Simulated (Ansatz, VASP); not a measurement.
**Y in VASP and in Ansatz**

```xyz
1
Lattice="0.0000 2.5520 2.5520 2.5520 0.0000 2.5520 2.5520 2.5520 0.0000" Properties=species:S:1:pos:R:3 pbc="T T T"
Y     0.0000    0.0000    0.0000
```

Alike in both runs: functional PBE; k mesh 9 × 9 × 9; occupations methfessel-paxton of order 1, width 0.15 eV; non-collinear spin, spin-orbit coupling.

|  | VASP | Ansatz |
| --- | --- | --- |
| version | VASP 6.6.1 | Ansatz 0.2.0 |
| potentials or method | VASP PAW PBE potentials, release 64 (Y_sv) | Ansatz PAW |
| plane-wave cutoff (eV) | 520 | 420 |
| valence electrons in the cell | 11 | 11 |
| task | single point | electrostatic potential |

|  | VASP | Ansatz | Ansatz less VASP |
| --- | --- | --- | --- |
| pressure (GPa) | -1.0 | -0.9 | +0.11 |
| net moment per atom (μB) | 0.00 | 0.00 | 0.000 |
